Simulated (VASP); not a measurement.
# TeRu in VASP: notebook, part 3 of 3

VASP 6.6.1.

### 4 Single point, PBEsol

This run uses another cell than the first one, of 24.81 Å³/atom.

The input, INCAR:

```
SYSTEM = TeRu
ALGO = Normal
EDIFF = 1E-6
ENCUT = 520
GGA = PS
ISIF = 2
ISMEAR = 0
LASPH = .True.
LCHARG = .False.
LREAL = .False.
LWAVE = .False.
NBANDS = 17
NELM = 100
PREC = Accurate
SIGMA = 0.05
```

The input, KPOINTS:

```
k-points
0
Gamma
  8 8 8
  0 0 0
```

The input, POSCAR:

```
TeRu
1.0
    0.0000000000      2.9361576948      2.9070868265
    2.9070868265      0.0000000000      2.9070868265
    2.9070868265      2.9361576948      0.0000000000
Ru Te
1 1
Direct
    0.0000000000      0.0000000000      0.0000000000
    0.2500000000      0.2500000000      0.2500000000
```

Potentials or basis: VASP PAW PBE potentials, release 64 (Ru_pv, Te).

Run with:

```console
$ cat potpaw_PBE.64/Ru_pv/POTCAR potpaw_PBE.64/Te/POTCAR > POTCAR
$ mpirun -np 1 vasp_std > vasp.out
```

OUTCAR:

```text
SYSTEM = TeRu
   EDIFF = 1E-6
   ENCUT = 520
   GGA = PS
   ISIF = 2
   ISMEAR = 0
   LASPH = .True.
   LREAL = .False.
   NELM = 100
   PREC = Accurate

 ion  position               nearest neighbor table
   1  0.000  0.000  0.000-   2 2.53   2 2.53   2 2.53   2 2.53
   2  0.250  0.250  0.250-   1 2.53   1 2.53   1 2.53   1 2.53

  LATTYP: Found a body centered tetragonal cell.
 ALAT       =     4.1112416170
 C/A-ratio  =     1.4283556980

  Lattice vectors:

 A1 = (   0.0000000000,  -2.9361576948,   2.9070868265)
 A2 = (   0.0000000000,  -2.9361576948,  -2.9070868265)
 A3 = (   2.9070868265,   2.9361576948,   0.0000000000)

Analysis of symmetry for initial positions (statically):
=====================================================================
 Subroutine PRICEL returns:
 Original cell was already a primitive cell.

 Routine SETGRP: Setting up the symmetry group for a
 body centered tetragonal supercell.

 Subroutine GETGRP returns: Found  8 space group operations
 (whereof  8 operations were pure point group operations)
 out of a pool of 16 trial point group operations.

The static configuration has the point symmetry D_2d.

Analysis of symmetry for dynamics (positions and initial velocities):
=====================================================================
 Subroutine PRICEL returns:
 Original cell was already a primitive cell.

 Routine SETGRP: Setting up the symmetry group for a
 body centered tetragonal supercell.

 Subroutine GETGRP returns: Found  8 space group operations
 (whereof  8 operations were pure point group operations)
 out of a pool of 16 trial point group operations.

The dynamic configuration has the point symmetry D_2d.

 Subroutine INISYM returns: Found  8 space group operations
 (whereof  8 operations are pure point group operations),
 and found     1 'primitive' translations

----------------------------------------------------------------------------------------

                                     Primitive cell

  volume of cell :      49.6278

  direct lattice vectors                    reciprocal lattice vectors
     0.000000000  2.936157695  2.907086827    -0.171993487  0.170290581  0.171993487
     2.907086827  0.000000000  2.907086827     0.171993487 -0.170290581  0.171993487
     2.907086827  2.936157695  0.000000000     0.171993487  0.170290581 -0.171993487

  length of vectors
     4.131848960  4.111241617  4.131848960     0.296921540  0.296921540  0.296921540

  position of ions in fractional coordinates (direct lattice)
     0.000000000  0.000000000  0.000000000
     0.250000000  0.250000000  0.250000000

  ion indices of the primitive-cell ions
   primitive index   ion index
                 1           1
                 2           2

----------------------------------------------------------------------------------------

 KPOINTS: k-points

Automatic generation of k-mesh.
 Grid dimensions read from file:
 generate k-points for:    8    8    8

 Generating k-lattice:

  Cartesian coordinates                     Fractional coordinates (reciprocal lattice)
    -0.021499186  0.021286323  0.021499186     0.125000000  0.000000000 -0.000000000
     0.021499186 -0.021286323  0.021499186     0.000000000  0.125000000  0.000000000
     0.021499186  0.021286323 -0.021499186    -0.000000000  0.000000000  0.125000000

  Length of vectors
     0.037115193  0.037115193  0.037115193

  Shift w.r.t. Gamma in fractional coordinates (k-lattice)
     0.000000000  0.000000000  0.000000000

 Subroutine IBZKPT returns following result:
 ===========================================

 Found     59 irreducible k-points:

 Following reciprocal coordinates:
            Coordinates               Weight
  0.000000  0.000000  0.000000      1.000000
  0.125000  0.000000 -0.000000      8.000000
  0.250000  0.000000 -0.000000      8.000000
  0.375000  0.000000 -0.000000      8.000000
  0.500000  0.000000 -0.000000      4.000000
  0.125000  0.125000  0.000000      4.000000
[... 16 lines left out ...]
  0.250000  0.000000  0.125000      8.000000
  0.375000  0.000000  0.125000      8.000000
 [... further k-points ...]
   k-points           NKPTS =     59   k-points in BZ     NKDIM =     59   number of bands    NBANDS=     17
   number of dos      NEDOS =    301   number of ions     NIONS =      2
   total plane-waves  NPLWV =  32768
   dimension x,y,z NGX =    32 NGY =   32 NGZ =   32
   dimension x,y,z NGXF=    64 NGYF=   64 NGZF=   64
   ions per type =               1   1
   NGX,Y,Z   is equivalent  to a cutoff of  12.88, 12.94, 12.88 a.u.
   NGXF,Y,Z  is equivalent  to a cutoff of  25.75, 25.88, 25.75 a.u.
 SYSTEM =  TeRu
   PREC   = accura    normal or accurate (medium, high low for compatibility)
   ISTART =      0    job   : 0-new  1-cont  2-samecut
   ICHARG =      2    charge: 1-file 2-atom 10-const
   ISPIN  =      1    spin polarized calculation?
   LNONCOLLINEAR =      F non collinear calculations
   LSORBIT =      F    spin-orbit coupling
   LASPH  =      T    aspherical Exc in radial PAW
   ENCUT  =  520.0 eV  38.22 Ry    6.18 a.u.   7.68  7.64  7.68*2*pi/ulx,y,z
   NELM   =    100;   NELMIN=  2; NELMDL= -5     # of ELM steps
   EDIFF  = 0.1E-05   stopping-criterion for ELM
   LREAL  =      F    real-space projection
   EDIFFG = 0.1E-04   stopping-criterion for IOM
   NSW    =      0    number of steps for IOM
   IBRION =     -1    ionic relax: 0-MD 1-quasi-New 2-CG
   NFREE  =      0    steps in history (QN), initial steepest desc. (CG)
   ISIF   =      2    stress and relaxation
   ISYM   =      2    0-nonsym 1-usesym 2-fastsym
   POTIM  = 0.5000    time-step for ionic-motion
   TEBEG  =    0.0;   TEEND  =   0.0 temperature during run
   PSTRESS=    0.0 pullay stress
   NELECT =      20.0000    total number of electrons
   NUPDOWN=      -1.0000    fix difference up-down
   EMIN   =  10.00;   EMAX   =-10.00  energy-range for DOS
   EFERMI =   0.00;   METHOD = LEGACY
   ISMEAR =     0;   SIGMA  =   0.05  broadening in eV -4-tet -1-fermi 0-gaus
   EFERMI_NEDOS =   21; number of points for ismear=-14 and -15
   IALGO  =     38    algorithm
   IMIX   =      4    mixing-type and parameters
     AMIX     =   0.40;   BMIX     =  1.00
     AMIX_MAG =   1.60;   BMIX_MAG =  1.00
  volume/ion in A,a.u.               =      24.81       167.45
  Fermi-wavevector in a.u.,A,eV,Ry     =   1.209232  2.285118 19.895017  1.462243
  Thomas-Fermi vector in A             =   2.344816
   LORBIT       =      0    0 simple, 1 ext, 2 COOP (PROOUT), +10 PAW based schemes
   GGA     = PS    functional components
   LHFCALC =     F    Hartree Fock is set to
   AEXX    =    0.0000 exact exchange contribution
   IVDW    =     0    specifies the selected vdW correction
   LEPSILON=     F    determine dielectric tensor
   LRPA    =     F    only Hartree local field effects (RPA)
 non-spin polarized calculation
 Gauss-broadening in eV      SIGMA  =   0.05
  energy-cutoff  :      520.00
  volume of cell :       49.63
 maximum number of plane-waves:      1363
   NGX = 15   NGY = 15   NGZ = 15

 number of electron      20.0000000 magnetization

 Free energy of the ion-electron system (eV)
  ---------------------------------------------------
  ext. energy  EPLUGINS =         0.00000000
  ---------------------------------------------------
  free energy    TOTEN  =       -12.85583388 eV

  energy without entropy =      -12.85226710  energy(sigma->0) =      -12.85405049

 E-fermi :   7.1373     XC(G=0): -10.4216

 val. band max:        7.1341723372   @ k =   0.3750   0.5000   0.1250
 cond. band min:       7.1387141905   @ k =   0.5000   0.3750   0.0000
 fundamental gap:      0.0045418533
 Fermi energy:         7.1373164287

 k-point     1 :       0.0000    0.0000    0.0000
  band No.  band energies     occupation
      1     -35.0076      2.00000
      2     -34.9950      2.00000
      3     -34.9950      2.00000
      4      -5.7328      2.00000
      5       2.8347      2.00000
      6       2.8415      2.00000
[... 9 lines left out ...]
     16      13.6357      0.00000
     17      17.3357      0.00000
[... 441 lines left out ...]
 k-point    24 :       0.3750    0.0000    0.1250
  band No.  band energies     occupation
      1     -35.0171      2.00000
      2     -35.0010      2.00000
      3     -34.9978      2.00000
      4      -5.0008      2.00000
      5       2.0804      2.00000
      6       3.0675      2.00000
[... 9 lines left out ...]
     16      15.2506      0.00000
     17      17.6069      0.00000

 [... further k-points ...]

------------------------ aborting loop because EDIFF is reached ----------------------------------------

  FORCE on cell =-STRESS in cart. coord.  units (eV):
  Direction    XX          YY          ZZ          XY          YZ          ZX
  --------------------------------------------------------------------------------------
  -------------------------------------------------------------------------------------
  Total       -0.3860949     -0.3297941     -0.3860949      0.0000000      0.0000000      0.0000000
  in kB      -12.4646260    -10.6470205    -12.4646260      0.0000000      0.0000000      0.0000000
  external PRESSURE =     -11.8587575 kB  Pullay stress =       0.0000000 kB

 VOLUME and BASIS-vectors are now :
 -----------------------------------------------------------------------------
  energy-cutoff  :      520.00
  volume of cell :       49.63
      direct lattice vectors                 reciprocal lattice vectors
     0.000000000  2.936157695  2.907086827    -0.171993487  0.170290581  0.171993487
     2.907086827  0.000000000  2.907086827     0.171993487 -0.170290581  0.171993487
     2.907086827  2.936157695  0.000000000     0.171993487  0.170290581 -0.171993487

 POSITION                                       TOTAL-FORCE (eV/Angst)
 -----------------------------------------------------------------------------------
      0.00000      0.00000      0.00000         0.000000      0.000000      0.000000
      1.45354      1.46808      1.45354        -0.000000     -0.000000     -0.000000
 -----------------------------------------------------------------------------------
    total drift:                               -0.000000     -0.000000     -0.000000

  FREE ENERGIE OF THE ION-ELECTRON SYSTEM (eV)
  ---------------------------------------------------
  free  energy   TOTEN  =       -12.8558338807 eV

  energy  without entropy=      -12.8522670996  energy(sigma->0) =      -12.85405049
```

OSZICAR:

```text
N       E                     dE             d eps       ncg     rms          rms(c)
DAV:   1     0.129343145671E+03    0.12934E+03   -0.10938E+04  2222   0.107E+03
DAV:   2    -0.969173335649E+01   -0.13903E+03   -0.13498E+03  2244   0.275E+02
DAV:   3    -0.129846097091E+02   -0.32929E+01   -0.32617E+01  2565   0.430E+01
DAV:   4    -0.130280863642E+02   -0.43477E-01   -0.43461E-01  2661   0.460E+00
DAV:   5    -0.130288115869E+02   -0.72522E-03   -0.72519E-03  2693   0.484E-01    0.915E+00
DAV:   6    -0.129127483470E+02    0.11606E+00   -0.44551E-01  2132   0.623E+00    0.412E+00
DAV:   7    -0.128749013277E+02    0.37847E-01   -0.12105E-01  2093   0.313E+00    0.291E+00
DAV:   8    -0.128557577997E+02    0.19144E-01   -0.55055E-02  2168   0.223E+00    0.192E-01
DAV:   9    -0.128557920987E+02   -0.34299E-04   -0.11901E-03  2615   0.260E-01    0.112E-01
DAV:  10    -0.128558252040E+02   -0.33105E-04   -0.12574E-04  2264   0.932E-02    0.307E-02
DAV:  11    -0.128558337668E+02   -0.85628E-05   -0.87112E-06  2370   0.222E-02    0.852E-03
DAV:  12    -0.128558338807E+02   -0.11396E-06   -0.17244E-06  2112   0.965E-03
   1 F= -.12855834E+02 E0= -.12854050E+02  d E =-.356678E-02
```

stdout:

```text
POSCAR found type information on POSCAR RuTe
 POSCAR found :  2 types and       2 ions
 scaLAPACK will be used
 -----------------------------------------------------------------------------
|                                                                             |
|                                                                             |
|     You enforced a specific xc type in the INCAR file but a different       |
|     I HOPE YOU KNOW WHAT YOU ARE DOING!                                     |
|                                                                             |
 -----------------------------------------------------------------------------

 LDA part: xc-table for (Slater+PW92), standard interpolation
 POSCAR, INCAR and KPOINTS ok, starting setup
 FFT: planning ... GRIDC
 FFT: planning ... GRID_SOFT
 FFT: planning ... GRID
 WAVECAR not read
 entering main loop
```

Run time: 20 s. Hardware: 1 thread of AMD EPYC 9R45 (Zen 5), shared host; peak memory 0.17 GiB.

What came out:

| Item | Value |
| --- | --- |
| Free energy | -12.8558 eV |
| Pressure | -1.2 GPa |
| Band gap on the k mesh | zero (bands 10 and 11 overlap by 3.33 eV) |

Caveat: the PAW data sets were made with another functional, which shifts forces and pressure a little; spin-orbit coupling is left out, which moves the levels of the heavy elements.

### 5 Summary

| cell | gap on the mesh (eV) | pressure (GPa) |
| --- | --- | --- |
| a = 4.246 Å, angles 60.0°, 2 atoms | none | -8.4 |
| a = 4.375 Å, angles 60.0°, 2 atoms | none | -12.9 |
| a = 4.132, b = 4.111 Å, angles 60.2, 59.7, 60.2°, 2 atoms | none | -1.2 |

Alike in all rows: task single point; level PBEsol; potentials or basis VASP PAW PBE potentials, release 64 (Ru_pv, Te); no spin polarisation; k mesh 8 × 8 × 8; cutoff (eV) 520; smearing gaussian 0.05 eV.

Caveats: the PAW data sets were made with another functional, which shifts forces and pressure a little; spin-orbit coupling is left out, which moves the levels of the heavy elements; the cell stands under tension (at least some runs).

Total energies depend on the potentials used, so only differences within one code and one set of settings carry meaning.
